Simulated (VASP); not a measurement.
# CsTi2 (R-3m) in VASP: single point with PBE

Aim: the single point of CsTi2 with PBE.

Everything below comes from runs of VASP 6.6.1. Logs are shortened: lines on timing, memory, paths and dates and some standing lists are left out, and cuts for length are marked.

## Step 1: The cell of the first run

Symmetry: R-3m, No. 166, trigonal system. Conventional cell: a = 3.225 Å, b = 3.225 Å, c = 25.898 Å, α = 90.00°, β = 90.00°, γ = 120.00°. Within 4.2 Å of Cs (site symmetry -3m) lie 6 Cs at 3.22 Å and 2 Ti at 3.28 Å. Ti (site symmetry 3m) has 9 Ti at 2.78 to 3.22 Å and 1 Cs at 3.28 Å within 3.7 Å.

## Step 2: Single point, PBE

Input file INCAR:

```
ALGO     = Normal         # electronic algorithm
EDIFF    = 1E-7           # SCF threshold, eV
ENCUT    = 520            # plane-wave cutoff, eV
GGA      = PE             # functional
ISIF     = 2              # what is computed and relaxed
ISMEAR   = 0              # smearing method
LASPH    = True           # aspherical terms in the spheres
LCHARG   = False          # write CHGCAR
LREAL    = False          # projectors in reciprocal space
LWAVE    = False          # write WAVECAR
NBANDS   = 24             # bands
NELM     = 100            # most SCF steps
PREC     = Accurate       # precision mode
SIGMA    = 0.1            # smearing width, eV
```

Input file KPOINTS:

```
k-points
0
Gamma
  6 6 6
```

Input file POSCAR:

```
CsTi2
1.0
    1.6122953890      0.9308591768      8.6326308103
   -1.6122953890      0.9308591768      8.6326308103
    0.0000000000     -1.8617183537      8.6326308103
Cs Ti
1 2
Direct
    0.0000000000      0.0000000000      0.0000000000
    0.8731806803      0.8731806803      0.8731806803
    0.1268193197      0.1268193197      0.1268193197
```

Potentials or basis: VASP PAW PBE potentials, release 64 (Cs_sv, Ti_sv).

Started as:

```sh
$ cat potpaw_PBE.64/Cs_sv/POTCAR potpaw_PBE.64/Ti_sv/POTCAR > POTCAR
$ mpirun -np 1 vasp_std > vasp.out
```

OUTCAR:

```text
EDIFF = 1E-7
   ENCUT = 520
   GGA = PE
   ISIF = 2
   ISMEAR = 0
   LASPH = True
   LREAL = False
   NELM = 100
   PREC = Accurate

 ion  position               nearest neighbor table
   1  0.000  0.000  0.000-
   2  0.873  0.873  0.873-   3 2.78   3 2.78   3 2.78
   3  0.127  0.127  0.127-   2 2.78   2 2.78   2 2.78

  LATTYP: Found a trigonal (rhomboedric) cell.
 ALAT       =     8.8310990219
 COS(alpha) =     0.9333362545

  Lattice vectors:

 A1 = (   1.6122953890,   0.9308591768,   8.6326308103)
 A2 = (  -1.6122953890,   0.9308591768,   8.6326308103)
 A3 = (   0.0000000000,  -1.8617183537,   8.6326308103)

Analysis of symmetry for initial positions (statically):
=====================================================================
 Subroutine PRICEL returns:
 Original cell was already a primitive cell.

 Routine SETGRP: Setting up the symmetry group for a
 trigonal (rhombohedral) supercell.

 Subroutine GETGRP returns: Found 12 space group operations
 (whereof 12 operations were pure point group operations)
 out of a pool of 12 trial point group operations.

The static configuration has the point symmetry D_3d.

Analysis of symmetry for dynamics (positions and initial velocities):
=====================================================================
 Subroutine PRICEL returns:
 Original cell was already a primitive cell.

 Routine SETGRP: Setting up the symmetry group for a
 trigonal (rhombohedral) supercell.

 Subroutine GETGRP returns: Found 12 space group operations
 (whereof 12 operations were pure point group operations)
 out of a pool of 12 trial point group operations.

The dynamic configuration has the point symmetry D_3d.

 Subroutine INISYM returns: Found 12 space group operations
 (whereof 12 operations are pure point group operations),
 and found     1 'primitive' translations

----------------------------------------------------------------------------------------

                                     Primitive cell

  volume of cell :      77.7361

  direct lattice vectors                    reciprocal lattice vectors
     1.612295389  0.930859177  8.632630810     0.310116870  0.179046059  0.038613181
[... 76 lines left out ...]
   NGX,Y,Z   is equivalent  to a cutoff of  13.18, 13.18, 13.18 a.u.
   NGXF,Y,Z  is equivalent  to a cutoff of  26.36, 26.36, 26.36 a.u.
 SYSTEM =  unknown system
   PREC   = accura    normal or accurate (medium, high low for compatibility)
   ISTART =      0    job   : 0-new  1-cont  2-samecut
   ICHARG =      2    charge: 1-file 2-atom 10-const
   ISPIN  =      1    spin polarized calculation?
   LNONCOLLINEAR =      F non collinear calculations
   LSORBIT =      F    spin-orbit coupling
   LASPH  =      T    aspherical Exc in radial PAW
   ENCUT  =  520.0 eV  38.22 Ry    6.18 a.u.  16.42 16.42 16.42*2*pi/ulx,y,z
   NELM   =    100;   NELMIN=  2; NELMDL= -5     # of ELM steps
   EDIFF  = 0.1E-06   stopping-criterion for ELM
   LREAL  =      F    real-space projection
   EDIFFG = 0.1E-05   stopping-criterion for IOM
   NSW    =      0    number of steps for IOM
   IBRION =     -1    ionic relax: 0-MD 1-quasi-New 2-CG
   NFREE  =      0    steps in history (QN), initial steepest desc. (CG)
   ISIF   =      2    stress and relaxation
   ISYM   =      2    0-nonsym 1-usesym 2-fastsym
   POTIM  = 0.5000    time-step for ionic-motion
   TEBEG  =    0.0;   TEEND  =   0.0 temperature during run
   PSTRESS=    0.0 pullay stress
   NELECT =      33.0000    total number of electrons
   NUPDOWN=      -1.0000    fix difference up-down
   EMIN   =  10.00;   EMAX   =-10.00  energy-range for DOS
   EFERMI =   0.00;   METHOD = LEGACY
   ISMEAR =     0;   SIGMA  =   0.10  broadening in eV -4-tet -1-fermi 0-gaus
   EFERMI_NEDOS =   21; number of points for ismear=-14 and -15
   IALGO  =     38    algorithm
   IMIX   =      4    mixing-type and parameters
     AMIX     =   0.40;   BMIX     =  1.00
     AMIX_MAG =   1.60;   BMIX_MAG =  1.00
  volume/ion in A,a.u.               =      25.91       174.86
  Fermi-wavevector in a.u.,A,eV,Ry     =   1.230378  2.325077 20.596900  1.513829
  Thomas-Fermi vector in A             =   2.365229
   LORBIT       =      0    0 simple, 1 ext, 2 COOP (PROOUT), +10 PAW based schemes
   GGA     = PE    functional components
   LHFCALC =     F    Hartree Fock is set to
   AEXX    =    0.0000 exact exchange contribution
   IVDW    =     0    specifies the selected vdW correction
   LEPSILON=     F    determine dielectric tensor
   LRPA    =     F    only Hartree local field effects (RPA)
 non-spin polarized calculation
 Gauss-broadening in eV      SIGMA  =   0.10
  energy-cutoff  :      520.00
  volume of cell :       77.74
 maximum number of plane-waves:      2116
 NGX is ok and might be reduce to    70
   NGX = 33   NGY = 33   NGZ = 33

 number of electron      33.0000000 magnetization

 Free energy of the ion-electron system (eV)
  ---------------------------------------------------
  ext. energy  EPLUGINS =         0.00000000
  ---------------------------------------------------
  free energy    TOTEN  =       -13.88344627 eV

  energy without entropy =      -13.85469247  energy(sigma->0) =      -13.86906937

 E-fermi :   5.6774     XC(G=0): -10.0865

 val. band max:        5.6633586969   @ k =   0.5000   0.3333   0.1667
 cond. band min:       5.6846204018   @ k =   0.5000  -0.0000  -0.0000
 fundamental gap:      0.0212617049
 Fermi energy:         5.6774122476

 k-point     1 :       0.0000    0.0000    0.0000
  band No.  band energies     occupation
      1     -51.4274      2.00000
      2     -51.3295      2.00000
      3     -27.8589      2.00000
      4     -27.5376      2.00000
      5     -27.5376      2.00000
      6     -27.4828      2.00000
[... 637 lines left out ...]
     23       7.9625      0.00000
     24       8.0440      0.00000

 [... further k-points ...]
[... 5 lines left out ...]
  --------------------------------------------------------------------------------------
  -------------------------------------------------------------------------------------
  Total       -0.0022594     -0.0022594     -0.2475446     -0.0000000      0.0000000      0.0000000
  in kB       -0.0465678     -0.0465678     -5.1020068     -0.0000000      0.0000000      0.0000000
  external PRESSURE =      -1.7317141 kB  Pullay stress =       0.0000000 kB

 VOLUME and BASIS-vectors are now :
 -----------------------------------------------------------------------------
  energy-cutoff  :      520.00
  volume of cell :       77.74
      direct lattice vectors                 reciprocal lattice vectors
     1.612295389  0.930859177  8.632630810     0.310116870  0.179046059  0.038613181
    -1.612295389  0.930859177  8.632630810    -0.310116870  0.179046059  0.038613181
     0.000000000 -1.861718354  8.632630810     0.000000000 -0.358092117  0.038613181

 POSITION                                       TOTAL-FORCE (eV/Angst)
 -----------------------------------------------------------------------------------
      0.00000      0.00000      0.00000         0.000000      0.000000      0.000000
      0.00000     -0.00000     22.61354         0.000000      0.000000     -0.305941
      0.00000     -0.00000      3.28435         0.000000     -0.000000      0.305941
 -----------------------------------------------------------------------------------
    total drift:                                0.000000     -0.000000      0.000000

  FREE ENERGIE OF THE ION-ELECTRON SYSTEM (eV)
  ---------------------------------------------------
  free  energy   TOTEN  =       -13.8834462730 eV

  energy  without entropy=      -13.8546924712  energy(sigma->0) =      -13.86906937
```

OSZICAR:

```text
N       E                     dE             d eps       ncg     rms          rms(c)
DAV:   1     0.368588172199E+03    0.36859E+03   -0.16553E+04  1544   0.147E+03
DAV:   2     0.281863975613E+02   -0.34040E+03   -0.32997E+03  1640   0.432E+02
DAV:   3    -0.125739812726E+02   -0.40760E+02   -0.39712E+02  2680   0.126E+02
DAV:   4    -0.162650809107E+02   -0.36911E+01   -0.36709E+01  2168   0.331E+01
DAV:   5    -0.164893928496E+02   -0.22431E+00   -0.22425E+00  2280   0.624E+00    0.104E+01
DAV:   6    -0.142814739745E+02    0.22079E+01   -0.14624E+01  2104   0.268E+01    0.332E+00
DAV:   7    -0.139465785904E+02    0.33490E+00   -0.14917E+00  2248   0.694E+00    0.212E+00
DAV:   8    -0.138803803875E+02    0.66198E-01   -0.32776E-01  2152   0.344E+00    0.101E+00
DAV:   9    -0.138901489512E+02   -0.97686E-02   -0.53784E-02  2272   0.143E+00    0.827E-01
DAV:  10    -0.138870161758E+02    0.31328E-02   -0.40322E-02  2112   0.126E+00    0.279E-01
DAV:  11    -0.138835225938E+02    0.34936E-02   -0.58164E-03  2312   0.440E-01    0.531E-02
DAV:  12    -0.138834968063E+02    0.25788E-04   -0.59793E-04  2320   0.185E-01    0.527E-02
DAV:  13    -0.138834466837E+02    0.50123E-04   -0.13603E-04  2160   0.800E-02    0.757E-03
DAV:  14    -0.138834470069E+02   -0.32322E-06   -0.91833E-06  2128   0.240E-02    0.245E-03
DAV:  15    -0.138834460542E+02    0.95268E-06   -0.12868E-06  2032   0.683E-03    0.110E-03
DAV:  16    -0.138834461975E+02   -0.14327E-06   -0.11269E-07  1344   0.237E-03    0.365E-04
DAV:  17    -0.138834462730E+02   -0.75469E-07   -0.20862E-08  1000   0.130E-03
   1 F= -.13883446E+02 E0= -.13869069E+02  d E =-.287538E-01
```

stdout:

```text
POSCAR found type information on POSCAR CsTi
 POSCAR found :  2 types and       3 ions
 scaLAPACK will be used
 LDA part: xc-table for (Slater+PW92), standard interpolation
 POSCAR, INCAR and KPOINTS ok, starting setup
 FFT: planning ... GRIDC
 FFT: planning ... GRID_SOFT
 FFT: planning ... GRID
 WAVECAR not read
 entering main loop
```

Run time: 9.4 min. Hardware: 1 thread of AMD EPYC 7R13 (Zen 3), shared host; peak memory 0.64 GiB.

What came out:

| Item | Value |
| --- | --- |
| Free energy | -13.8834 eV |
| Pressure | -0.2 GPa |
| Largest force | 0.306 eV/Å |

Forces in eV/Å, atoms in the order of the input:
```
Cs   0.000  0.000  0.000
Ti   0.000  0.000 -0.306
Ti   0.000  0.000  0.306
```

Caveat: the k points lie up to 0.38 Å⁻¹ apart; spin-orbit coupling is left out, which moves the levels of the heavy elements.
